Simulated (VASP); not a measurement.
Runs of VASP 6.6.1 on Sr2SO. The structure is tetragonal, space group P4/mmm (No. 123). Conventional cell: a = 4.043 Å, b = 4.043 Å, c = 5.718 Å, α = 90.00°, β = 90.00°, γ = 90.00°. Within 3.8 Å of Sr (site symmetry 4/mmm) lie 2 O at 2.86 Å and 4 S at 2.86 Å. Within 3.8 Å of Sr (site symmetry 4/mmm) lie 2 S at 2.86 Å and 4 O at 2.86 Å. S (site symmetry 4/mmm) has 6 Sr at 2.86 Å within 3.8 Å. Within 3.8 Å of O (site symmetry 4/mmm) lie 6 Sr at 2.86 Å. 

```csv
level,potentials or basis,gap on the mesh (eV),pressure (GPa)
BLYP,"VASP PAW PBE potentials, release 64 (Sr_sv, S, O)",(b),(c)
LDA,"VASP PAW LDA potentials, release 64 (Sr_sv, S, O)",(a),-4.5
PBEsol,"VASP PAW PBE potentials, release 64 (Sr_sv, S, O)",2.12,-2.4
r2SCAN,"VASP PAW PBE potentials, release 64 (Sr_sv, S, O)",2.60,-0.7
```

Alike in all rows: task single point; no spin polarisation; cell as given; k mesh 4 × 4 × 3; cutoff (eV) 520; smearing fermi-dirac 0.05 eV.

Question: Fill in the values left out.

Answer: (a) 2.11; (b) 2.34; (c) 2.2.

Caveats: an odd mesh through Γ misses points on the zone boundary, where band edges can lie; the PAW data sets were made with another functional, which shifts forces and pressure a little (at least some runs); the cell stands under tension (at least some runs).

A k mesh can miss the band edges, and the runs leave out spin-orbit coupling on Sr.
